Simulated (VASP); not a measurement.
# Co (P6_3/mmc) in VASP: a series of runs, part 2 of 2

VASP 6.6.1.

### Step 3. Single point, LDA, collinear spin, ferromagnetic start

INCAR reads:

```
SYSTEM = Co
  PREC = Accurate
  ENCUT = 520
  EDIFF = 1E-6
  ISMEAR = -1
  SIGMA = 0.1
  LREAL = .FALSE.
  LASPH = .TRUE.
  NELM = 150
  ALGO = Normal
  ISIF = 2
  LWAVE = .FALSE.
  LCHARG = .TRUE.
  ISPIN = 2
  MAGMOM = 1.7 1.7
  LORBIT = 11
  LMAXMIX = 4
  LELF = .TRUE.
  LVHAR = .TRUE.
  NBANDS = 20
```

KPOINTS reads:

```
regular mesh
0
G
  21 21 12
  0 0 0
```

POSCAR reads:

```
Co
1.0
    2.0397683761      0.0000000000      0.0000000000
   -1.0198841880      1.7664912315      0.0000000000
    0.0000000000      0.0000000000      3.3048566984
Co
2
Direct
    0.3333333333      0.6666666667      0.2500000000
    0.6666666667      0.3333333333      0.7500000000
```

Potentials or basis: VASP PAW LDA potentials, release 64 (Co).

Launch:

```bash
cat potpaw_LDA.64/Co/POTCAR > POTCAR
mpirun -np 1 vasp_std > vasp.out
```

OUTCAR:

```text
SYSTEM = Co
   PREC = Accurate
   ENCUT = 520
   EDIFF = 1E-6
   ISMEAR = -1
   LREAL = .FALSE.
   LASPH = .TRUE.
   NELM = 150
   ISIF = 2
   ISPIN = 2
   LORBIT = 11

 ion  position               nearest neighbor table
   1  0.333  0.667  0.250-   2 2.03   2 2.03   2 2.03   2 2.03   2 2.03   2 2.03   2 2.88   2 2.88
                             2 2.88   2 2.88   2 2.88   2 2.88
   2  0.667  0.333  0.750-   1 2.03   1 2.03   1 2.03   1 2.03   1 2.03   1 2.03   1 2.88   1 2.88
                             1 2.88   1 2.88   1 2.88   1 2.88

  LATTYP: Found a hexagonal cell.
 ALAT       =     2.0397683761
 C/A-ratio  =     1.6202117540

  Lattice vectors:

 A1 = (   2.0397683761,   0.0000000000,   0.0000000000)
 A2 = (  -1.0198841880,   1.7664912315,   0.0000000000)
 A3 = (   0.0000000000,   0.0000000000,   3.3048566984)

Analysis of symmetry for initial positions (statically):
=====================================================================
 Subroutine PRICEL returns:
 Original cell was already a primitive cell.

 Routine SETGRP: Setting up the symmetry group for a
 hexagonal supercell.

 Subroutine GETGRP returns: Found 24 space group operations
 (whereof 12 operations were pure point group operations)
 out of a pool of 24 trial point group operations.

The static configuration has the point symmetry D_3d.
 The point group associated with its full space group is D_6h.

Analysis of symmetry for dynamics (positions and initial velocities):
=====================================================================
 Subroutine PRICEL returns:
 Original cell was already a primitive cell.

 Routine SETGRP: Setting up the symmetry group for a
 hexagonal supercell.

 Subroutine GETGRP returns: Found 24 space group operations
 (whereof 12 operations were pure point group operations)
 out of a pool of 24 trial point group operations.

The dynamic configuration has the point symmetry D_3d.
 The point group associated with its full space group is D_6h.

Analysis of structural, dynamic, and magnetic symmetry:
=====================================================================
 Subroutine PRICEL returns:
 Original cell was already a primitive cell.

 Routine SETGRP: Setting up the symmetry group for a
 hexagonal supercell.

 Subroutine GETGRP returns: Found 24 space group operations
 (whereof 12 operations were pure point group operations)
 out of a pool of 24 trial point group operations.

The overall configuration has the point symmetry D_3d.
 The point group associated with its full space group is D_6h.

 Subroutine INISYM returns: Found 24 space group operations
 (whereof 12 operations are pure point group operations),
 and found     1 'primitive' translations

----------------------------------------------------------------------------------------

                                     Primitive cell

  volume of cell :      11.9082

  direct lattice vectors                    reciprocal lattice vectors
     2.039768376  0.000000000  0.000000000     0.490251742  0.283046975  0.000000000
    -1.019884188  1.766491232  0.000000000     0.000000000  0.566093951  0.000000000
     0.000000000  0.000000000  3.304856698     0.000000000  0.000000000  0.302584981

  length of vectors
     2.039768376  2.039768376  3.304856698     0.566093951  0.566093951  0.302584981

  position of ions in fractional coordinates (direct lattice)
     0.333333333  0.666666667  0.250000000
[... 70 lines left out ...]
   ISTART =      0    job   : 0-new  1-cont  2-samecut
   ICHARG =      2    charge: 1-file 2-atom 10-const
   ISPIN  =      2    spin polarized calculation?
   LNONCOLLINEAR =      F non collinear calculations
   LSORBIT =      F    spin-orbit coupling
   LASPH  =      T    aspherical Exc in radial PAW
   ENCUT  =  520.0 eV  38.22 Ry    6.18 a.u.   3.79  3.79  6.14*2*pi/ulx,y,z
   NELM   =    150;   NELMIN=  2; NELMDL= -5     # of ELM steps
   EDIFF  = 0.1E-05   stopping-criterion for ELM
   LREAL  =      F    real-space projection
   EDIFFG = 0.1E-04   stopping-criterion for IOM
   NSW    =      0    number of steps for IOM
   IBRION =     -1    ionic relax: 0-MD 1-quasi-New 2-CG
   NFREE  =      0    steps in history (QN), initial steepest desc. (CG)
   ISIF   =      2    stress and relaxation
   ISYM   =      2    0-nonsym 1-usesym 2-fastsym
   POTIM  = 0.5000    time-step for ionic-motion
   TEBEG  =    0.0;   TEEND  =   0.0 temperature during run
   PSTRESS=    0.0 pullay stress
   NELECT =      18.0000    total number of electrons
   NUPDOWN=      -1.0000    fix difference up-down
   EMIN   =  10.00;   EMAX   =-10.00  energy-range for DOS
   EFERMI =   0.00;   METHOD = LEGACY
   ISMEAR =    -1;   SIGMA  =   0.10  broadening in eV -4-tet -1-fermi 0-gaus
   EFERMI_NEDOS =   21; number of points for ismear=-14 and -15
   IALGO  =     38    algorithm
   IMIX   =      4    mixing-type and parameters
     AMIX     =   0.40;   BMIX     =  1.00
     AMIX_MAG =   1.60;   BMIX_MAG =  1.00
  volume/ion in A,a.u.               =       5.95        40.18
  Fermi-wavevector in a.u.,A,eV,Ry     =   1.878815  3.550445 48.027826  3.529946
  Thomas-Fermi vector in A             =   2.922778
   LORBIT       =     11    0 simple, 1 ext, 2 COOP (PROOUT), +10 PAW based schemes
   GGA     = CA    functional components
   LHFCALC =     F    Hartree Fock is set to
   AEXX    =    0.0000 exact exchange contribution
   IVDW    =     0    specifies the selected vdW correction
   LEPSILON=     F    determine dielectric tensor
   LRPA    =     F    only Hartree local field effects (RPA)
 spin polarized calculation
  energy-cutoff  :      520.00
  volume of cell :       11.91
 maximum number of plane-waves:       339
 NGX is ok and might be reduce to    16
   NGX =  7   NGY =  7   NGZ = 13

 number of electron      17.9999999 magnetization      -0.0313355

 number of electron      17.9999999 magnetization       0.0025978

 Free energy of the ion-electron system (eV)
  ---------------------------------------------------
  ext. energy  EPLUGINS =         0.00000000
  ---------------------------------------------------
  free energy    TOTEN  =        -9.57831156 eV

  energy without entropy =       -9.50008480  energy(sigma->0) =       -9.53919818

 E-fermi :  22.5468     XC(G=0): -17.6259

 val. band max:       22.5467589964   @ k =   0.2857   0.0952   0.4167
 cond. band min:      22.5479969707   @ k =   0.3810   0.1429   0.2500
 fundamental gap:      0.0012379742
 Fermi energy:        22.5468436311

 spin component 1

 k-point     1 :       0.0000    0.0000    0.0000
  band No.  band energies     occupation
      1       9.4561      1.00000
      2      12.8357      1.00000
      3      18.0748      1.00000
      4      18.1320      1.00000
      5      18.1320      1.00000
      6      19.0067      1.00000
[... 541 lines left out ...]
     19      57.9234      0.00000
     20      59.0702      0.00000

 [... further k-points ...]

 spin component 2

 k-point     1 :       0.0000    0.0000    0.0000
  band No.  band energies     occupation
      1       9.4562      1.00000
      2      12.8362      1.00000
      3      18.0757      1.00000
      4      18.1329      1.00000
      5      18.1329      1.00000
      6      19.0076      1.00000
[... 541 lines left out ...]
     19      57.9238      0.00000
     20      59.1129      0.00000

 [... further k-points ...]
[... 5 lines left out ...]
  --------------------------------------------------------------------------------------
  -------------------------------------------------------------------------------------
  Total       33.4192884     33.4192884     33.3923395      0.0000000     -0.0000000      0.0000000
  in kB     4496.3779354   4496.3779352   4492.7521076      0.0000001     -0.0000000      0.0000000
  external PRESSURE =    4495.1693261 kB  Pullay stress =       0.0000000 kB

 VOLUME and BASIS-vectors are now :
 -----------------------------------------------------------------------------
  energy-cutoff  :      520.00
  volume of cell :       11.91
      direct lattice vectors                 reciprocal lattice vectors
     2.039768376  0.000000000  0.000000000     0.490251742  0.283046975  0.000000000
    -1.019884188  1.766491232  0.000000000     0.000000000  0.566093951  0.000000000
     0.000000000  0.000000000  3.304856698     0.000000000  0.000000000  0.302584981

 POSITION                                       TOTAL-FORCE (eV/Angst)
 -----------------------------------------------------------------------------------
     -0.00000      1.17766      0.82621         0.000000      0.000000      0.000000
      1.01988      0.58883      2.47864        -0.000000     -0.000000      0.000000
 -----------------------------------------------------------------------------------
    total drift:                               -0.000000      0.000000     -0.000000

  FREE ENERGIE OF THE ION-ELECTRON SYSTEM (eV)
  ---------------------------------------------------
  free  energy   TOTEN  =        -9.5783115646 eV

  energy  without entropy=       -9.5000848002  energy(sigma->0) =       -9.53919818

 total charge

# of ion       s       p       d       tot
------------------------------------------
    1        0.859   1.311   8.140  10.310
    2        0.859   1.311   8.140  10.310
--------------------------------------------------
tot          1.719   2.623  16.279  20.621

 magnetization (x)

# of ion       s       p       d       tot
------------------------------------------
    1       -0.000  -0.000   0.001   0.001
    2       -0.000  -0.000   0.001   0.001
--------------------------------------------------
tot         -0.000  -0.000   0.001   0.001
```

stdout:

```text
POSCAR found type information on POSCAR Co
 POSCAR found :  1 types and       2 ions
 scaLAPACK will be used
 LDA part: xc-table for (Slater(with rela. corr.)+CA(PZ))
 , standard interpolation
 POSCAR, INCAR and KPOINTS ok, starting setup
 FFT: planning ... GRIDC
 FFT: planning ... GRID_SOFT
 FFT: planning ... GRID
 WAVECAR not read
 entering main loop
```

Wall time 1.9 min (1 thread of AMD EPYC 9R14 (Zen 4), shared host); peak memory 0.18 GiB.

What came out:

```
Free energy            : -9.5783 eV
Pressure               : 449.5 GPa
Band gap on the k mesh : zero (filled and empty bands overlap)
Net moment             : 0.00 μB per cell
```

Caveat: the starting moments collapsed, and a magnetic state may lie lower.
